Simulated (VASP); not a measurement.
# GePt (Pnma) in VASP: notebook

The runs below take GePt through relaxation of cell and atoms, single point, with PBEsol.

Everything below comes from runs of VASP 6.6.1. Logs are shortened: lines on timing, memory, paths and dates and some standing lists are left out, and cuts for length are marked.

## 1. The cell of the first run

It takes space group Pnma (No. 62, orthorhombic). The conventional cell has a = 5.484 Å, b = 3.552 Å, c = 5.926 Å, α = 90.00°, β = 90.00°, γ = 90.00°. Pt (site symmetry m) has 6 Ge at 2.40 to 2.57 Å and 4 Pt at 2.84 to 2.86 Å within 3.2 Å. Ge (site symmetry m) has 6 Pt at 2.40 to 2.57 Å and 2 Ge at 2.92 Å within 3.2 Å.

## 2. Relaxation of cell and atoms, PBEsol

INCAR reads:

```
SYSTEM = GePt
ALGO     = Normal         ! electronic algorithm
EDIFF    = 1E-7           ! SCF threshold, eV
EDIFFG   = -0.05          ! ionic threshold
ENCUT    = 500            ! plane-wave cutoff, eV
GGA      = PS             ! functional
GGA_COMPAT= .FALSE.      
IBRION   = 2              ! ionic algorithm
ISIF     = 3              ! what is computed and relaxed
ISMEAR   = 0              ! smearing method
LASPH    = .TRUE.         ! aspherical terms in the spheres
LCHARG   = .FALSE.        ! write CHGCAR
LREAL    = .FALSE.        ! projectors in reciprocal space
LWAVE    = .FALSE.        ! write WAVECAR
NELM     = 120            ! most SCF steps
NELMIN   = 4            
NSW      = 80             ! ionic steps
PREC     = Accurate       ! precision mode
SIGMA    = 0.1            ! smearing width, eV
```

KPOINTS reads:

```
k-points
0
G
  4 6 4
  0 0 0
```

POSCAR reads:

```
GePt
1.0
    5.4835120223      0.0000000000      0.0000000000
    0.0000000000      3.5518926887      0.0000000000
    0.0000000000      0.0000000000      5.9259090814
Pt Ge
4 4
Direct
    0.9929865360      0.7500000000      0.1888713152
    0.0070134640      0.2500000000      0.8111286848
    0.5070134640      0.2500000000      0.6888713152
    0.4929865360      0.7500000000      0.3111286848
    0.8116425492      0.7500000000      0.5883967042
    0.1883574508      0.2500000000      0.4116032958
    0.6883574508      0.2500000000      0.0883967042
    0.3116425492      0.7500000000      0.9116032958
```

Potentials or basis: VASP PAW PBE potentials, release 64 (Pt, Ge_d).

Run with:

```console
cat potpaw_PBE.64/Pt/POTCAR potpaw_PBE.64/Ge_d/POTCAR > POTCAR
mpirun -np 1 vasp_std > vasp.out
```

OUTCAR:

```text
SYSTEM = GePt
   EDIFF = 1E-7
   EDIFFG = -0.05
   ENCUT = 500
   GGA = PS
   IBRION = 2
   ISIF = 3
   ISMEAR = 0
   LASPH = .TRUE.
   LREAL = .FALSE.
   NELM = 120
   NELMIN = 4
   NSW = 80
   PREC = Accurate

 ion  position               nearest neighbor table
   1  0.993  0.750  0.189-   8 2.40   6 2.46   6 2.46   7 2.51   7 2.51   5 2.57   4 2.84   4 2.84
                             2 2.86   2 2.86
   2  0.007  0.250  0.811-   7 2.40   5 2.46   5 2.46   8 2.51   8 2.51   6 2.57   3 2.84   3 2.84
                             1 2.86   1 2.86
   3  0.507  0.250  0.689-   6 2.40   8 2.46   8 2.46   5 2.51   5 2.51   7 2.57   2 2.84   2 2.84
                             4 2.86   4 2.86
   4  0.493  0.750  0.311-   5 2.40   7 2.46   7 2.46   6 2.51   6 2.51   8 2.57   1 2.84   1 2.84
                             3 2.86   3 2.86
   5  0.812  0.750  0.588-   4 2.40   2 2.46   2 2.46   3 2.51   3 2.51   1 2.57   6 2.92   6 2.92

   6  0.188  0.250  0.412-   3 2.40   1 2.46   1 2.46   4 2.51   4 2.51   2 2.57   5 2.92   5 2.92

   7  0.688  0.250  0.088-   2 2.40   4 2.46   4 2.46   1 2.51   1 2.51   3 2.57   8 2.92   8 2.92

   8  0.312  0.750  0.912-   1 2.40   3 2.46   3 2.46   2 2.51   2 2.51   4 2.57   7 2.92   7 2.92

  LATTYP: Found a simple orthorhombic cell.
 ALAT       =     3.5518926887
 B/A-ratio  =     1.5438281792
 C/A-ratio  =     1.6683806637

  Lattice vectors:

 A1 = (   0.0000000000,  -3.5518926887,   0.0000000000)
 A2 = (   5.4835120223,   0.0000000000,   0.0000000000)
 A3 = (   0.0000000000,   0.0000000000,   5.9259090814)

Analysis of symmetry for initial positions (statically):
=====================================================================
 Subroutine PRICEL returns:
 Original cell was already a primitive cell.

 Routine SETGRP: Setting up the symmetry group for a
 simple orthorhombic supercell.

 Subroutine GETGRP returns: Found  8 space group operations
 (whereof  2 operations were pure point group operations)
 out of a pool of  8 trial point group operations.

The static configuration has the point symmetry S_2 .
 The point group associated with its full space group is D_2h.

Analysis of symmetry for dynamics (positions and initial velocities):
=====================================================================
 Subroutine PRICEL returns:
 Original cell was already a primitive cell.

 Routine SETGRP: Setting up the symmetry group for a
 simple orthorhombic supercell.

 Subroutine GETGRP returns: Found  8 space group operations
 (whereof  2 operations were pure point group operations)
 out of a pool of  8 trial point group operations.

The dynamic configuration has the point symmetry S_2 .
 The point group associated with its full space group is D_2h.

 Subroutine INISYM returns: Found  8 space group operations
 (whereof  2 operations are pure point group operations),
 and found     1 'primitive' translations

----------------------------------------------------------------------------------------

                                     Primitive cell

  volume of cell :     115.4180

  direct lattice vectors                    reciprocal lattice vectors
     5.483512022  0.000000000  0.000000000     0.182364878  0.000000000  0.000000000
     0.000000000  3.551892689  0.000000000     0.000000000  0.281540037  0.000000000
     0.000000000  0.000000000  5.925909081     0.000000000  0.000000000  0.168750480

  length of vectors
     5.483512022  3.551892689  5.925909081     0.182364878  0.281540037  0.168750480

  position of ions in fractional coordinates (direct lattice)
     0.992986536  0.750000000  0.188871315
     0.007013464  0.250000000  0.811128685
     0.507013464  0.250000000  0.688871315
     0.492986536  0.750000000  0.311128685
     0.811642549  0.750000000  0.588396704
     0.188357451  0.250000000  0.411603296
     0.688357451  0.250000000  0.088396704
     0.311642549  0.750000000  0.911603296

  ion indices of the primitive-cell ions
   primitive index   ion index
                 1           1
                 2           2
                 3           3
                 4           4
                 5           5
                 6           6
                 7           7
                 8           8

----------------------------------------------------------------------------------------

 KPOINTS: k-points

Automatic generation of k-mesh.
 Grid dimensions read from file:
 generate k-points for:    4    6    4

 Generating k-lattice:

  Cartesian coordinates                     Fractional coordinates (reciprocal lattice)
     0.045591219  0.000000000  0.000000000     0.250000000  0.000000000  0.000000000
     0.000000000  0.046923340  0.000000000     0.000000000  0.166666667  0.000000000
     0.000000000  0.000000000  0.042187620     0.000000000  0.000000000  0.250000000

  Length of vectors
     0.045591219  0.046923340  0.042187620

  Shift w.r.t. Gamma in fractional coordinates (k-lattice)
     0.000000000  0.000000000  0.000000000

 Subroutine IBZKPT returns following result:
 ===========================================

 Found     36 irreducible k-points:

 Following reciprocal coordinates:
            Coordinates               Weight
  0.000000  0.000000  0.000000      1.000000
  0.250000  0.000000  0.000000      2.000000
  0.500000  0.000000  0.000000      1.000000
  0.000000  0.166667  0.000000      2.000000
  0.250000  0.166667  0.000000      4.000000
  0.500000  0.166667  0.000000      2.000000
[... 16 lines left out ...]
  0.250000  0.500000  0.250000      4.000000
  0.500000  0.500000  0.250000      2.000000
 [... further k-points ...]
   k-points           NKPTS =     36   k-points in BZ     NKDIM =     36   number of bands    NBANDS=     57
   number of dos      NEDOS =    301   number of ions     NIONS =      8
   total plane-waves  NPLWV =  53760
   dimension x,y,z NGX =    40 NGY =   28 NGZ =   48
   dimension x,y,z NGXF=    80 NGYF=   56 NGZF=   96
   ions per type =               4   4
   NGX,Y,Z   is equivalent  to a cutoff of  12.13, 13.11, 13.47 a.u.
   NGXF,Y,Z  is equivalent  to a cutoff of  24.25, 26.21, 26.93 a.u.
 SYSTEM =  GePt
   PREC   = accura    normal or accurate (medium, high low for compatibility)
   ISTART =      0    job   : 0-new  1-cont  2-samecut
   ICHARG =      2    charge: 1-file 2-atom 10-const
   ISPIN  =      1    spin polarized calculation?
   LNONCOLLINEAR =      F non collinear calculations
   LSORBIT =      F    spin-orbit coupling
   LASPH  =      T    aspherical Exc in radial PAW
   ENCUT  =  500.0 eV  36.75 Ry    6.06 a.u.  10.00  6.48 10.80*2*pi/ulx,y,z
   NELM   =    120;   NELMIN=  4; NELMDL= -5     # of ELM steps
   EDIFF  = 0.1E-06   stopping-criterion for ELM
   LREAL  =      F    real-space projection
   EDIFFG = -.5E-01   stopping-criterion for IOM
   NSW    =     80    number of steps for IOM
   IBRION =      2    ionic relax: 0-MD 1-quasi-New 2-CG
   NFREE  =      1    steps in history (QN), initial steepest desc. (CG)
   ISIF   =      3    stress and relaxation
   ISYM   =      2    0-nonsym 1-usesym 2-fastsym
   POTIM  = 0.5000    time-step for ionic-motion
   TEBEG  =    0.0;   TEEND  =   0.0 temperature during run
   PSTRESS=    0.0 pullay stress
   NELECT =      96.0000    total number of electrons
   NUPDOWN=      -1.0000    fix difference up-down
   EMIN   =  10.00;   EMAX   =-10.00  energy-range for DOS
   EFERMI =   0.00;   METHOD = LEGACY
   ISMEAR =     0;   SIGMA  =   0.10  broadening in eV -4-tet -1-fermi 0-gaus
   EFERMI_NEDOS =   21; number of points for ismear=-14 and -15
   IALGO  =     38    algorithm
   IMIX   =      4    mixing-type and parameters
     AMIX     =   0.40;   BMIX     =  1.00
     AMIX_MAG =   1.60;   BMIX_MAG =  1.00
  volume/ion in A,a.u.               =      14.43        97.36
  Fermi-wavevector in a.u.,A,eV,Ry     =   1.539598  2.909419 32.250737  2.370362
  Thomas-Fermi vector in A             =   2.645803
   LORBIT       =      0    0 simple, 1 ext, 2 COOP (PROOUT), +10 PAW based schemes
   GGA     = PS    functional components
   LHFCALC =     F    Hartree Fock is set to
   AEXX    =    0.0000 exact exchange contribution
   IVDW    =     0    specifies the selected vdW correction
   LEPSILON=     F    determine dielectric tensor
   LRPA    =     F    only Hartree local field effects (RPA)
 conjugate gradient relaxation of ions
 non-spin polarized calculation
 Gauss-broadening in eV      SIGMA  =   0.10
  energy-cutoff  :      500.00
  volume of cell :      115.42
 maximum number of plane-waves:      2962
 NGX is ok and might be reduce to    40
   NGX = 19   NGY = 13   NGZ = 21

--------------------------------------- Ionic step        1  -------------------------------------------

 number of electron      96.0000005 magnetization

 Free energy of the ion-electron system (eV)
  ---------------------------------------------------
  ext. energy  EPLUGINS =         0.00000000
  ---------------------------------------------------
  free energy    TOTEN  =       -50.53214953 eV

  energy without entropy =      -50.51728882  energy(sigma->0) =      -50.52471918

 E-fermi :  11.6208     XC(G=0): -13.2619

 val. band max:       11.6046332553   @ k =   0.2500   0.3333   0.2500
 cond. band min:      11.6257232625   @ k =   0.2500   0.0000   0.2500
 fundamental gap:      0.0210900072
 Fermi energy:        11.6208421763

 k-point     1 :       0.0000    0.0000    0.0000
  band No.  band energies     occupation
      1     -13.8295      2.00000
      2     -13.8207      2.00000
      3     -13.8149      2.00000
      4     -13.8106      2.00000
      5     -13.8025      2.00000
      6     -13.7756      2.00000
[... 1550 lines left out ...]
  FREE ENERGIE OF THE ION-ELECTRON SYSTEM (eV)
  ---------------------------------------------------
  free  energy   TOTEN  =       -51.6178791012 eV

  energy  without entropy=      -51.6030516201  energy(sigma->0) =      -51.61046536

[... ionic steps 4 to 8 ...]

--------------------------------------- Ionic step        9  -------------------------------------------

 number of electron      96.0000039 magnetization

------------------------ aborting loop because EDIFF is reached ----------------------------------------

  FORCE on cell =-STRESS in cart. coord.  units (eV):
  Direction    XX          YY          ZZ          XY          YZ          ZX
  --------------------------------------------------------------------------------------
  -------------------------------------------------------------------------------------
  Total       -0.4037202     -0.4797166     -0.2065804      0.0000000      0.0000000      0.0000000
  in kB       -4.9984601     -5.9393711     -2.5576714      0.0000000      0.0000000      0.0000000
  external PRESSURE =      -4.4985009 kB  Pullay stress =       0.0000000 kB
[... 69 lines left out ...]
  energy  without entropy=      -51.6300773943  energy(sigma->0) =      -51.63728509

--------------------------------------- Ionic step       11  -------------------------------------------

 number of electron      96.0000041 magnetization

 Free energy of the ion-electron system (eV)
  ---------------------------------------------------
  ext. energy  EPLUGINS =         0.00000000
  ---------------------------------------------------
  free energy    TOTEN  =       -51.64598155 eV

  energy without entropy =      -51.63166566  energy(sigma->0) =      -51.63882361

 E-fermi :   9.6180     XC(G=0): -12.6196

 val. band max:        9.6136180490   @ k =   0.0000   0.0000   0.5000
 cond. band min:       9.6496983210   @ k =   0.0000   0.5000   0.2500
 fundamental gap:      0.0360802720
 Fermi energy:         9.6179716587

 k-point     1 :       0.0000    0.0000    0.0000
  band No.  band energies     occupation
      1     -15.4832      2.00000
      2     -15.4754      2.00000
      3     -15.4729      2.00000
      4     -15.4704      2.00000
      5     -15.4572      2.00000
      6     -15.4434      2.00000
[... 1466 lines left out ...]
  FREE ENERGIE OF THE ION-ELECTRON SYSTEM (eV)
  ---------------------------------------------------
  free  energy   TOTEN  =       -51.6459815549 eV

  energy  without entropy=      -51.6316656627  energy(sigma->0) =      -51.63882361

 reached required accuracy - stopping structural energy minimisation
```

Run time: 15 min. Hardware: 1 thread of Intel Xeon 6975P-C (Granite Rapids), shared host; peak memory 0.34 GiB.

What came out:

| Quantity | Value |
| --- | --- |
| Free energy | -51.6460 eV |
| Relaxed volume | 16.15 Å³/atom |
| Relaxed cell | a = 5.751 Å, b = 3.694 Å, c = 6.080 Å, α = 90.00°, β = 90.00°, γ = 90.00° |
| Space group after relaxing (to 0.1 Å) | Pnma (No. 62) |
| Energy gained by relaxing | 139.2 meV/atom |
| Ionic steps | 11 |
| Pressure after relaxing | 0.1 GPa |
| Largest force after relaxing | 0.022 eV/Å |
| Band gap on the k mesh | zero (bands 48 and 49 overlap by 1.10 eV) |

Forces in eV/Å, atoms in the order of the input:
```
Pt   0.013  0.000 -0.014
Pt  -0.013  0.000  0.014
Pt  -0.013  0.000 -0.014
Pt   0.013  0.000  0.014
Ge  -0.009  0.000 -0.020
Ge   0.009  0.000  0.020
Ge   0.009  0.000 -0.020
Ge  -0.009  0.000  0.020
```

The path:
| step | energy change (eV) | largest force (eV/Å) | pressure (GPa) | volume (Å³) |
| --- | --- | --- | --- | --- |
| 1 | 0.0000 | 0.7969 | 27.86 | 115.42 |
| 2 | 2.0392 | 0.5171 | -23.01 | 162.59 |
| 3 | -1.0857 | 0.2350 | -1.78 | 130.26 |
| 4 | -1.0917 | 0.2238 | -0.44 | 129.30 |
| 5 | -1.0919 | 0.2204 | -0.01 | 129.02 |
| 6 | -1.1053 | 0.1346 | 0.15 | 128.92 |
| 7 | -1.1092 | 0.0902 | 0.35 | 128.84 |
| 8 | -1.1108 | 0.0782 | -0.55 | 129.48 |
| 9 | -1.1108 | 0.0795 | -0.45 | 129.41 |
| 10 | -1.1123 | 0.0603 | -0.29 | 129.33 |
| 11 | -1.1138 | 0.0224 | 0.05 | 129.16 |

Final structure:
```yaml
crystal:
  lattice:
    - [5.75113, 0.00000, 0.00000]
    - [0.00000, 3.69374, 0.00000]
    - [0.00000, 0.00000, 6.08013]
  atoms:
    - { symbol: Pt, position: [0.99860, 0.75000, 0.19079] }
    - { symbol: Pt, position: [0.00140, 0.25000, 0.80921] }
    - { symbol: Pt, position: [0.50140, 0.25000, 0.69079] }
    - { symbol: Pt, position: [0.49860, 0.75000, 0.30921] }
    - { symbol: Ge, position: [0.81600, 0.75000, 0.58804] }
    - { symbol: Ge, position: [0.18400, 0.25000, 0.41196] }
    - { symbol: Ge, position: [0.68400, 0.25000, 0.08804] }
    - { symbol: Ge, position: [0.31600, 0.75000, 0.91196] }
```

Levels at points of the mesh, in eV from the Fermi level:
| k point | band 44 | band 45 | band 46 | band 47 | band 48 | band 49 | band 50 | band 51 | band 52 | band 53 |
| --- | --- | --- | --- | --- | --- | --- | --- | --- | --- | --- |
| (0.00, 0.00, 0.00) | -2.69 | -2.46 | -1.48 | -1.41 | -1.00 | 0.60 | 0.93 | 3.05 | 3.25 | 3.37 |
| (0.50, 0.00, 0.00) | -2.64 | -2.47 | -2.47 | -0.01 | -0.01 | 1.30 | 1.30 | 2.25 | 2.25 | 4.04 |
| (0.00, 0.50, 0.00) | -2.67 | -2.54 | -2.54 | -1.61 | -1.61 | -0.16 | -0.16 | 2.05 | 2.05 | 2.23 |
| (0.50, 0.50, 0.00) | -2.90 | -1.91 | -1.91 | -1.91 | -1.91 | 0.67 | 0.67 | 0.67 | 0.67 | 4.16 |
| (0.00, 0.00, 0.50) | -2.84 | -1.89 | -1.89 | 0.00 | 0.00 | 1.10 | 1.10 | 1.92 | 1.92 | 4.12 |
| (0.50, 0.00, 0.50) | -2.85 | -1.39 | -1.39 | 0.68 | 0.68 | 1.80 | 1.80 | 2.67 | 2.67 | 2.87 |
| (0.00, 0.50, 0.50) | -2.69 | -2.51 | -2.51 | -2.15 | -2.15 | 0.45 | 0.45 | 1.11 | 1.11 | 1.85 |
| (0.50, 0.50, 0.50) | -2.99 | -2.46 | -2.46 | -2.46 | -2.46 | 2.48 | 2.48 | 2.48 | 2.48 | 3.09 |

Caveat: the PAW data sets were made with another functional, which shifts forces and pressure a little; spin-orbit coupling is left out, which moves the levels of the heavy elements; the relaxation stopped at a loose force limit of 0.05 eV/Å, so its end isn't a converged minimum. Zero-point motion and thermal expansion aren't in these numbers.

[end of part 1 of 2]
